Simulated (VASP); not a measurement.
## AlCu3: single point with LDA

The system is AlCu3.

```xyz
4
Lattice="-0.3313 2.6553 2.6553 2.6553 -0.3313 2.6553 2.6553 2.6553 -0.3313" Properties=species:S:1:pos:R:3 pbc="T T T"
Al    0.0000    0.0000    0.0000
Cu    2.4897    2.4897    2.4897
Cu    1.2448    1.2448    1.2448
Cu    3.7345    3.7345    3.7345
```

```
Program                : VASP 6.6.1
Task                   : single point
Functional             : LDA
Potentials or basis    : VASP PAW LDA potentials, release 64 (Al, Cu)
Cutoff                 : 520 eV
k mesh                 : 14 × 14 × 14
Occupations            : gaussian, width 0.15 eV
Spin                   : no spin polarisation
Dipole correction      : no
Further INCAR settings : ALGO = Fast; EDIFF = 1e-07; NBANDS = 26
```

* Pressure: 17.5 GPa
* Largest force: 0.147 eV/Å
* Band gap on the k mesh: zero (bands 18 and 19 overlap by 5.37 eV)

Forces in eV/Å, atoms in the order of the input:
```
Al   0.000  0.000  0.000
Cu   0.000  0.000  0.000
Cu  -0.085 -0.085 -0.085
Cu   0.085  0.085  0.085
```

Stress tensor (GPa, compression positive):
```
17.46 25.28 25.28
25.28 17.46 25.28
25.28 25.28 17.46
```

Levels at points of the mesh, in eV from the Fermi level:
| k point | band 16 | band 17 | band 18 | band 19 | band 20 | band 21 |
| --- | --- | --- | --- | --- | --- | --- |
| (0.00, 0.00, 0.00) | -2.72 | 3.08 | 3.08 | 3.46 | 3.86 | 3.86 |
| (0.50, 0.00, 0.00) | -2.71 | -2.44 | 2.71 | 2.87 | 2.98 | 3.34 |
| (0.50, 0.50, 0.00) | -2.71 | -2.45 | -2.43 | -1.34 | 1.15 | 3.75 |
| (0.50, 0.50, 0.50) | -2.67 | -2.39 | 1.66 | 1.66 | 2.15 | 2.15 |

It took 6.1 min on 1 thread of Intel(R) Xeon(R) 6975P-C (Granite Rapids), with other jobs on the host, peak memory 0.35 GiB.

Caveat: the cell stands under pressure.
